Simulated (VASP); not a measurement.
# NiO (Fm-3m) in VASP: single point with LDA+U

Aim: the single point of NiO with LDA+U.

Everything below comes from runs of VASP 6.6.1. Logs are shortened: lines on timing, memory, paths and dates and some standing lists are left out, and cuts for length are marked.

## (1) The cell of the first run

The structure is cubic, space group Fm-3m (No. 225). The conventional cell has a = 4.183 Å, b = 4.183 Å, c = 4.183 Å, α = 90.00°, β = 90.00°, γ = 90.00°. Ni (site symmetry m-3m) has 6 O at 2.09 Å within 2.8 Å. Within 2.8 Å of O (site symmetry m-3m) lie 6 Ni at 2.09 Å.

## (2) Single point, LDA+U, collinear spin, ferromagnetic start

File INCAR:

```
SYSTEM = NiO
PREC = Accurate ; ENCUT = 700
EDIFF = 1E-6 ; ISMEAR = 0
SIGMA = 0.05 ; LREAL = .FALSE.
LASPH = .TRUE. ; NELM = 200
ALGO = Normal ; ISIF = 2
LWAVE = .FALSE. ; LCHARG = .TRUE.
ISPIN = 2 ; MAGMOM = 1 1 0 0
LORBIT = 11 ; NUPDOWN = 2.0
LMAXMIX = 4 ; LDAU = .TRUE.
LDAUTYPE = 2 ; LDAUL = 2 -1
LDAUU = 4 0 ; LDAUJ = 0 0
LDAUPRINT = 1 ; LELF = .TRUE.
LVHAR = .TRUE. ; NBANDS = 36
GGA_COMPAT = .FALSE.
```

File KPOINTS:

```
regular mesh
0
G
  8 8 8
  0 0 0
```

File POSCAR:

```
NiO
1.0
    0.0000000000      2.0913095100      2.0913095100
    2.0913095100      0.0000000000      2.0913095100
    4.1826190200      4.1826190200      0.0000000000
Ni O
2 2
Direct
    0.0000000000      0.0000000000      0.0000000000
    0.0000000000      0.0000000000      0.5000000000
    0.5000000000      0.5000000000      0.2500000000
    0.5000000000      0.5000000000      0.7500000000
```

Potentials or basis: VASP PAW LDA potentials, release 64 (Ni_sv_GW, O).

Started as:

```sh
$ cat potpaw_LDA.64/Ni_sv_GW/POTCAR potpaw_LDA.64/O/POTCAR > POTCAR
$ mpirun -np 1 vasp_std > vasp.out
```

OUTCAR:

```text
SYSTEM = NiO
   PREC = Accurate
   ENCUT = 700
   EDIFF = 1E-6
   ISMEAR = 0
   LREAL = .FALSE.
   LASPH = .TRUE.
   NELM = 200
   ISIF = 2
   ISPIN = 2
   LORBIT = 11
   NUPDOWN = 2.0

 ion  position               nearest neighbor table
   1  0.000  0.000  0.000-   4 2.09   3 2.09   4 2.09   3 2.09   4 2.09   3 2.09
   2  0.000  0.000  0.500-   3 2.09   3 2.09   4 2.09   3 2.09   4 2.09   4 2.09
   3  0.500  0.500  0.250-   1 2.09   1 2.09   2 2.09   1 2.09   2 2.09   2 2.09
   4  0.500  0.500  0.750-   2 2.09   1 2.09   2 2.09   1 2.09   2 2.09   1 2.09

  LATTYP: Found a trigonal (rhomboedric) cell.
 ALAT       =     5.1226411937
 COS(alpha) =     0.8333333333

  Lattice vectors:

 A1 = (   4.1826190200,   2.0913095100,  -2.0913095100)
 A2 = (   2.0913095100,   2.0913095100,  -4.1826190200)
 A3 = (   2.0913095100,   4.1826190200,  -2.0913095100)

Analysis of symmetry for initial positions (statically):
=====================================================================
 Subroutine PRICEL returns following result:

  LATTYP: Found a face centered cubic cell.
 ALAT       =     4.1826190200
[... 12 lines left out ...]
 Subroutine GETGRP returns: Found 12 space group operations
 (whereof 12 operations were pure point group operations)
 out of a pool of 12 trial point group operations.

The static configuration has the point symmetry D_3d.

Analysis of symmetry for dynamics (positions and initial velocities):
=====================================================================
 Subroutine PRICEL returns following result:

  LATTYP: Found a face centered cubic cell.
 ALAT       =     4.1826190200
[... 12 lines left out ...]
 Subroutine GETGRP returns: Found 12 space group operations
 (whereof 12 operations were pure point group operations)
 out of a pool of 12 trial point group operations.

The dynamic configuration has the point symmetry D_3d.

Analysis of structural, dynamic, and magnetic symmetry:
=====================================================================
 Subroutine PRICEL returns following result:

  LATTYP: Found a face centered cubic cell.
 ALAT       =     4.1826190200
[... 12 lines left out ...]
 Subroutine GETGRP returns: Found 12 space group operations
 (whereof 12 operations were pure point group operations)
 out of a pool of 12 trial point group operations.

The overall configuration has the point symmetry D_3d.

 Subroutine INISYM returns: Found 12 space group operations
 (whereof 12 operations are pure point group operations),
 and found     2 'primitive' translations

----------------------------------------------------------------------------------------

                                     Primitive cell

  volume of cell :      18.2930

  direct lattice vectors                    reciprocal lattice vectors
     0.000000000  2.091309510  2.091309510    -0.239084649  0.239084649  0.239084649
[... 128 lines left out ...]

atom =   1  type =  1  l = 2

 onsite density matrix

spin component  1

  0.9217 -0.0002 -0.0001 -0.0002  0.0000
 -0.0002  0.9217 -0.0000  0.0002  0.0000
 -0.0001 -0.0000  0.8288 -0.0000  0.0000
 -0.0002  0.0002 -0.0000  0.9217 -0.0000
  0.0000  0.0000  0.0000 -0.0000  0.8288

spin component  2

  0.9174 -0.0000 -0.0000 -0.0000  0.0000
 -0.0000  0.9174 -0.0000  0.0000  0.0000
 -0.0000 -0.0000  0.3587 -0.0000  0.0000
 -0.0000  0.0000 -0.0000  0.9174 -0.0000
  0.0000  0.0000  0.0000 -0.0000  0.3587

 occupancies and eigenvectors

  o =  0.3587  v =  0.0000  0.0000  0.0000  0.0000  0.0000 -0.0000 -0.0000 -0.0338  0.0000  0.9994      0.0000  0.0000  0.0000  0.0000  0.0000  0.0000  0.0000  0.0000  0.0000  0.0000
  o =  0.3587  v =  0.0000  0.0000  0.0000  0.0000  0.0000 -0.0001 -0.0000 -0.9994 -0.0000 -0.0338      0.0000  0.0000  0.0000  0.0000  0.0000  0.0000  0.0000  0.0000  0.0000  0.0000
  o =  0.8288  v =  0.0006  0.0003  0.9999  0.0003 -0.0139  0.0000  0.0000  0.0000  0.0000  0.0000      0.0000  0.0000  0.0000  0.0000  0.0000  0.0000  0.0000  0.0000  0.0000  0.0000
  o =  0.8288  v =  0.0000 -0.0005  0.0139  0.0005  0.9999  0.0000  0.0000  0.0000  0.0000  0.0000      0.0000  0.0000  0.0000  0.0000  0.0000  0.0000  0.0000  0.0000  0.0000  0.0000
  o =  0.9174  v =  0.0000  0.0000  0.0000  0.0000  0.0000  0.1261  0.7617 -0.0000 -0.6356  0.0001      0.0000  0.0000  0.0000  0.0000  0.0000  0.0000  0.0000  0.0000  0.0000  0.0000
  o =  0.9174  v =  0.0000  0.0000  0.0000  0.0000  0.0000 -0.8067 -0.2942  0.0001 -0.5125  0.0000      0.0000  0.0000  0.0000  0.0000  0.0000  0.0000  0.0000  0.0000  0.0000  0.0000
  o =  0.9174  v =  0.0000  0.0000  0.0000  0.0000  0.0000 -0.5774  0.5774  0.0000  0.5774 -0.0000      0.0000  0.0000  0.0000  0.0000  0.0000  0.0000  0.0000  0.0000  0.0000  0.0000
  o =  0.9215  v = -0.2281 -0.7930  0.0002  0.5649 -0.0007  0.0000  0.0000  0.0000  0.0000  0.0000      0.0000  0.0000  0.0000  0.0000  0.0000  0.0000  0.0000  0.0000  0.0000  0.0000
  o =  0.9215  v =  0.7840  0.1944 -0.0007  0.5896 -0.0002  0.0000  0.0000  0.0000  0.0000  0.0000      0.0000  0.0000  0.0000  0.0000  0.0000  0.0000  0.0000  0.0000  0.0000  0.0000
  o =  0.9220  v = -0.5774  0.5774  0.0000  0.5774  0.0000  0.0000  0.0000  0.0000  0.0000  0.0000      0.0000  0.0000  0.0000  0.0000  0.0000  0.0000  0.0000  0.0000  0.0000  0.0000

atom =   2  type =  1  l = 2

 onsite density matrix

spin component  1

  0.9217 -0.0002 -0.0001 -0.0002 -0.0000
 -0.0002  0.9217 -0.0000  0.0002  0.0000
 -0.0001 -0.0000  0.8288 -0.0000  0.0000
 -0.0002  0.0002 -0.0000  0.9217 -0.0000
 -0.0000  0.0000  0.0000 -0.0000  0.8288

spin component  2

  0.9174 -0.0000 -0.0000 -0.0000  0.0000
 -0.0000  0.9174 -0.0000  0.0000  0.0000
 -0.0000 -0.0000  0.3587 -0.0000  0.0000
 -0.0000  0.0000 -0.0000  0.9174 -0.0000
  0.0000  0.0000  0.0000 -0.0000  0.3587

 occupancies and eigenvectors

  o =  0.3587  v =  0.0000  0.0000  0.0000  0.0000  0.0000  0.0001  0.0000  0.9809  0.0000  0.1944      0.0000  0.0000  0.0000  0.0000  0.0000  0.0000  0.0000  0.0000  0.0000  0.0000
  o =  0.3587  v =  0.0000  0.0000  0.0000  0.0000  0.0000 -0.0000 -0.0001 -0.1944  0.0000  0.9809      0.0000  0.0000  0.0000  0.0000  0.0000  0.0000  0.0000  0.0000  0.0000  0.0000
  o =  0.8288  v =  0.0006  0.0003  1.0000  0.0003 -0.0005  0.0000  0.0000  0.0000  0.0000  0.0000      0.0000  0.0000  0.0000  0.0000  0.0000  0.0000  0.0000  0.0000  0.0000  0.0000
  o =  0.8288  v =  0.0000 -0.0005  0.0005  0.0005  1.0000  0.0000  0.0000  0.0000  0.0000  0.0000      0.0000  0.0000  0.0000  0.0000  0.0000  0.0000  0.0000  0.0000  0.0000  0.0000
  o =  0.9174  v =  0.0000  0.0000  0.0000  0.0000  0.0000  0.2514  0.7985 -0.0000 -0.5470  0.0001      0.0000  0.0000  0.0000  0.0000  0.0000  0.0000  0.0000  0.0000  0.0000  0.0000
  o =  0.9174  v =  0.0000  0.0000  0.0000  0.0000  0.0000  0.7768  0.1706 -0.0001  0.6062 -0.0000      0.0000  0.0000  0.0000  0.0000  0.0000  0.0000  0.0000  0.0000  0.0000  0.0000
  o =  0.9174  v =  0.0000  0.0000  0.0000  0.0000  0.0000 -0.5774  0.5774  0.0000  0.5774 -0.0000      0.0000  0.0000  0.0000  0.0000  0.0000  0.0000  0.0000  0.0000  0.0000  0.0000
  o =  0.9215  v =  0.0000  0.7071 -0.0000 -0.7071  0.0007  0.0000  0.0000  0.0000  0.0000  0.0000      0.0000  0.0000  0.0000  0.0000  0.0000  0.0000  0.0000  0.0000  0.0000  0.0000
  o =  0.9215  v = -0.8165 -0.4082  0.0007 -0.4082  0.0000  0.0000  0.0000  0.0000  0.0000  0.0000      0.0000  0.0000  0.0000  0.0000  0.0000  0.0000  0.0000  0.0000  0.0000  0.0000
  o =  0.9220  v =  0.5774 -0.5774 -0.0000 -0.5774  0.0000  0.0000  0.0000  0.0000  0.0000  0.0000      0.0000  0.0000  0.0000  0.0000  0.0000  0.0000  0.0000  0.0000  0.0000  0.0000

 number of electron      47.9999997 magnetization       1.9999999

 Free energy of the ion-electron system (eV)
  ---------------------------------------------------
  ext. energy  EPLUGINS =         0.00000000
  ---------------------------------------------------
  free energy    TOTEN  =       -23.22476438 eV

  energy without entropy =      -23.22084430  energy(sigma->0) =      -23.22280434

 E-fermi :   7.2091     XC(G=0): -13.5395

 val. band max:        7.2071818099   @ k =   0.5000   0.0000   0.0000
 cond. band min:       6.0183297538   @ k =  -0.1250   0.0000   0.1250
 fundamental gap:     -1.1888520562
 Fermi energy:         5.9867655737

 spin component 1

 k-point     1 :       0.0000    0.0000    0.0000
  band No.  band energies     occupation
      1     -95.7342      1.00000
      2     -95.7319      1.00000
      3     -56.7706      1.00000
      4     -56.7427      1.00000
      5     -56.7427      1.00000
      6     -56.7377      1.00000
[... 1865 lines left out ...]
     35      23.2147      0.00000
     36      28.2035      0.00000

 [... further k-points ...]
[... 5 lines left out ...]
  --------------------------------------------------------------------------------------
  -------------------------------------------------------------------------------------
  Total       -4.3046831     -4.3046831     -4.3046831     -0.0145541      0.0145541      0.0145541
  in kB     -188.5110614   -188.5110614   -188.5110614     -0.6373542      0.6373542      0.6373542
  external PRESSURE =    -188.5110614 kB  Pullay stress =       0.0000000 kB

 VOLUME and BASIS-vectors are now :
 -----------------------------------------------------------------------------
  energy-cutoff  :      700.00
  volume of cell :       36.59
      direct lattice vectors                 reciprocal lattice vectors
     0.000000000  2.091309510  2.091309510    -0.239084649  0.239084649  0.239084649
     2.091309510  0.000000000  2.091309510     0.239084649 -0.239084649  0.239084649
     4.182619020  4.182619020  0.000000000     0.119542324  0.119542324 -0.119542324

 POSITION                                       TOTAL-FORCE (eV/Angst)
 -----------------------------------------------------------------------------------
      0.00000      0.00000      0.00000        -0.000000     -0.000000      0.000000
      2.09131      2.09131      0.00000         0.000000      0.000000     -0.000000
      2.09131      2.09131      2.09131         0.000000      0.000000      0.000000
      4.18262      4.18262      2.09131        -0.000000     -0.000000      0.000000
 -----------------------------------------------------------------------------------
    total drift:                                0.000000      0.000000      0.000000

  FREE ENERGIE OF THE ION-ELECTRON SYSTEM (eV)
  ---------------------------------------------------
  free  energy   TOTEN  =       -23.2247643759 eV

  energy  without entropy=      -23.2208443008  energy(sigma->0) =      -23.22280434

 total charge

# of ion       s       p       d       f       tot
--------------------------------------------------
    1        2.149   6.207   7.863   0.009  16.228
    2        2.149   6.207   7.863   0.009  16.228
    3        1.548   3.369   0.000   0.000   4.917
    4        1.548   3.369   0.000   0.000   4.917
--------------------------------------------------
tot          7.394  19.152  15.726   0.019  42.291

 magnetization (x)

# of ion       s       p       d       f       tot
--------------------------------------------------
    1        0.006   0.009   0.952   0.000   0.967
    2        0.006   0.009   0.952   0.000   0.967
    3        0.017   0.007   0.000   0.000   0.023
    4        0.017   0.007   0.000   0.000   0.023
--------------------------------------------------
tot          0.045   0.031   1.904   0.001   1.981
```

Wall time 6.6 min (1 thread of Intel Xeon Platinum 8375C at 2.90GHz (Ice Lake), shared host); peak memory 0.33 GiB.

Results:

```
Free energy                                           : -23.2248 eV
Pressure                                              : -18.9 GPa
Net moment                                            : 2.00 μB per cell
Site moments                                          : Ni +0.97; O +0.02 μB
Valence electrons inside the program's atomic spheres : Ni 16.23; O 4.92
```

Stress tensor (GPa, compression positive):
```
-18.85  -0.06   0.06
 -0.06 -18.85   0.06
  0.06   0.06 -18.85
```

Eigenvalues of the final occupation matrices:
```
    site  spin  trace               eigenvalues
site 1 d     1   4.42  0.83 0.83 0.92 0.92 0.92
site 1 d     2   3.47  0.36 0.36 0.92 0.92 0.92
site 2 d     1   4.42  0.83 0.83 0.92 0.92 0.92
site 2 d     2   3.47  0.36 0.36 0.92 0.92 0.92
```

Caveat: the cell stands under tension; the total moment is fixed, so each spin has its own Fermi level and the state may be an excited one.
